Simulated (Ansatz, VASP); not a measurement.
**One calculation of Fe, two programs**

```
CELL_PARAMETERS angstrom
1.20711 0.69692 3.91585
-1.20711 0.69692 3.91585
0.00000 -1.39385 3.91585
ATOMIC_POSITIONS crystal
Fe 0.24998 0.24998 0.24998
Fe 0.75002 0.75002 0.75002
```

Alike in both runs: functional PBEsol; k mesh 6 × 6 × 6; occupations gaussian, width 0.1 eV; collinear spin.

Ansatz relaxed the structure, and its values are those at the end. VASP's run is a single point on that final structure, the one shown.

|  | VASP | Ansatz |
| --- | --- | --- |
| version | VASP 6.6.1 | Ansatz 0.2.0 |
| potentials or method | VASP PAW PBE potentials, release 64 (Fe), cutoff 520 eV | scalar-relativistic, plane waves, PAW |
| valence electrons in the cell | 16 | 32 |

```tsv
	VASP	Ansatz	Ansatz less VASP
gap on the k mesh at the Fermi level (eV)	none	none	-
pressure (GPa)	-0.5	0.0	+0.44
net moment per atom (μB)	0.00	0.00	0.000
```

VASP's potentials were made for PBE, not for PBEsol. A gap of «none» marks a metal or a gap that the smearing closes. The functional is the same, so the differences come from potentials, cutoffs and numerics. VASP's potentials hold 16 valence electrons a cell and Ansatz's 32, so a difference there can come from the potentials and not from the codes. Ansatz's warnings: cell relax basis refresh, seeded moment not kept.

The k mesh is coarse, so the values compare programs but aren't converged.
